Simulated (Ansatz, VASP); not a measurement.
**Two plane-wave programs on Fe**

```
CELL_PARAMETERS angstrom
-1.38820 1.38820 1.38820
1.38820 -1.38820 1.38820
1.38820 1.38820 -1.38820
ATOMIC_POSITIONS crystal
Fe 0.00000 0.00000 0.00000
```

Alike in both runs: functional revPBE; k mesh 15 × 15 × 15; occupations fermi-dirac, width 0.1 eV; no spin polarisation.

Ansatz relaxed the structure, and its values are those at the end. VASP's run is a single point on that final structure, the one shown.

|  | VASP | Ansatz |
| --- | --- | --- |
| version | VASP 6.6.1 | Ansatz 0.2.0 |
| potentials or method | VASP PAW PBE potentials, release 64 (Fe), cutoff 520 eV | plane waves (420 eV) with PAW, scalar-relativistic |
| valence electrons in the cell | 8 | 16 |

VASP gave:

- pressure (GPa): -0.5

Task: Estimate Ansatz's values.

Result: Pressure (GPa): 0.0.

VASP's potentials were made for PBE, not for revPBE. VASP's potentials hold 8 valence electrons a cell and Ansatz's 16, so a difference there can come from the potentials and not from the codes.
